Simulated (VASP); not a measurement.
A run of VASP 6.6.1 is set up as follows.

File INCAR:

```
SYSTEM = Ti6C
ALGO = Normal
DIPOL = 0.5 0.5 0.360
EDIFF = 1E-7
EDIFFG = -0.025
ENCUT = 520
GGA = PE
GGA_COMPAT = .False.
IBRION = 2
IDIPOL = 3
ISIF = 2
ISMEAR = 0
KPAR = 4
LASPH = .True.
LCHARG = .False.
LDIPOL = .True.
LREAL = .False.
LWAVE = .False.
NELM = 120
NELMDL = -8
NELMIN = 4
NSW = 36
PREC = Accurate
SIGMA = 0.1
```

File KPOINTS:

```
k-points
0
Gamma
  9 6 1
  0 0 0
```

POSCAR

```
Ti6C
1.0
    2.8319727860      0.0000000000      0.0000000000
    0.0000000000      4.5793473380      0.0000000000
    0.0000000000      0.0000000000     22.0506909065
Ti C
6 1
Selective dynamics
Direct
    0.5000000000      0.0000000000      0.1814002118  F F F
    0.0000000000      0.5000000000      0.2413504290  F F F
    0.5000000000      0.0000000000      0.3013006462  F F F
    0.5000000000      0.5000000000      0.3625816208  F F F
    0.0000000000      0.0000000000      0.4208167734  F F F
    0.5000000000      0.5000000000      0.4784743912  F F F
    1.0000000000      0.7000000000      0.5310804526  F F T
```

Potentials or basis: VASP PAW PBE potentials, release 64 (Ti_sv, C).

The run is started by

```console
$ cat potpaw_PBE.64/Ti_sv/POTCAR potpaw_PBE.64/C/POTCAR > POTCAR
$ mpirun -np 4 vasp_std > vasp.out
```

(1) Estimate the band gap on the k mesh.

(2) Predict the energy gained by relaxing.

Results:

(1) zero (bands 38 and 39 overlap by 0.23 eV).

(2) 85.6 meV/atom.
